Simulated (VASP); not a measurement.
Wanted: the native input for a VASP 6.6.1 run.

```
Task                   : electric field gradients
Functional             : LDA
Potentials or basis    : VASP PAW LDA potentials, release 64 (Mg)
Cutoff                 : 520 eV
k mesh                 : 19 × 19 × 19
Occupations            : fermi-dirac, width 0.03 eV
Spin                   : no spin polarisation
Dipole correction      : no
Further INCAR settings : ALGO = Normal; EDIFF = 1e-08; NBANDS = 7
```

The structure of Mg lies in POSCAR:

```
Mg
1.0
   -1.5060300000      1.5060300000      1.4765000000
    1.5060300000     -1.5060300000      1.4765000000
    1.5060300000      1.5060300000     -1.4765000000
Mg
1
Direct
    0.0000000000      0.0000000000      0.0000000000
```

This cell differs from its parent crystal: equal xx and yy strain of +2 %.

The input as run:

INCAR

```
SYSTEM = Mg
  PREC = Accurate
  ENCUT = 520
  EDIFF = 1E-8
  ISMEAR = -1
  SIGMA = 0.03
  LREAL = .False.
  LASPH = .True.
  NELM = 100
  ALGO = Normal
  ISIF = 2
  LWAVE = .False.
  LCHARG = .False.
  GGA = CA
  LEFG = .True.
  NBANDS = 7
```

KPOINTS

```
Automatic mesh
0
Gamma
  19 19 19
  0 0 0
```

Potentials or basis: VASP PAW LDA potentials, release 64 (Mg).

Run with:

```sh
$ cat potpaw_LDA.64/Mg/POTCAR > POTCAR
$ mpirun -np 1 vasp_std > vasp.out
```

Results of the run:

```json
{
 "Pressure": "47.7 GPa",
 "Band gap on the k mesh": "zero (bands 1 and 2 overlap by 4.54 eV)",
 "Largest electric field gradient by atom": "Mg -0.8 V/Å²"
}
```

Caveat: the cell differs from its parent crystal (equal xx and yy strain of +2 %); the cell stands under pressure; without QUAD_EFG the Cq values of the log hold for a quadrupole moment of 1 mb, not for the nuclei.

Wall time 22 s on 1 thread of Intel(R) Xeon(R) Platinum 8488C (Sapphire Rapids), with other jobs on the host, peak memory 0.15 GiB.
